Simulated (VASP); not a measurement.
A run of VASP 6.6.1 is set up as follows.

INCAR

```
SYSTEM = BN
PREC     = Accurate       ! precision mode
ENCUT    = 520            ! plane-wave cutoff, eV
EDIFF    = 1E-7           ! SCF threshold, eV
ISMEAR   = 0              ! smearing method
SIGMA    = 0.02           ! smearing width, eV
LREAL    = .False.        ! projectors in reciprocal space
LASPH    = .True.         ! aspherical terms in the spheres
NELM     = 100            ! most SCF steps
ALGO     = Normal         ! electronic algorithm
ISIF     = 2              ! what is computed and relaxed
LWAVE    = .False.        ! write WAVECAR
LCHARG   = .True.         ! write CHGCAR
GGA      = PS             ! functional
LELF     = .True.         ! ELF
LVHAR    = .True.       
NBANDS   = 16             ! bands
```

The input KPOINTS:

```
Automatic mesh
0
Gamma
  12 12 4
  0 0 0
```

Contents of POSCAR:

```
BN
1.0
    2.5099983704      0.0000000000      0.0000000000
   -1.2549991852      2.1737223522      0.0000000000
    0.0000000000      0.0000000000      6.6900000000
B N
2 2
Direct
    0.0000000000      0.0000000000      0.5000000000
    0.3333333333      0.6666666667      0.0224215247
    0.0000000000      0.0000000000      0.0000000000
    0.6666666667      0.3333333333      0.5000000000
```

Potentials or basis: VASP PAW PBE potentials, release 64 (B, N).

The run is started by

```bash
$ cat potpaw_PBE.64/B/POTCAR potpaw_PBE.64/N/POTCAR > POTCAR
$ mpirun -np 1 vasp_std > vasp.out
```

Problem. Estimate the band gap on the k mesh.

Solution. 4.15 eV, indirect (least direct gap 4.33 eV).

Problem. Estimate the pressure.

Solution. -1.8 GPa.

Stress tensor (GPa, compression positive):
```
-2.30  0.00  0.00
 0.00 -2.30  0.00
 0.00  0.00 -0.91
```

Caveat: the cell differs from its parent crystal (one atom moved); the PAW data sets were made with another functional, which shifts forces and pressure a little; this functional lacks dispersion, which binds the layers, so the pressure and a relaxed spacing across them are unreliable. A k mesh can miss the band edges.
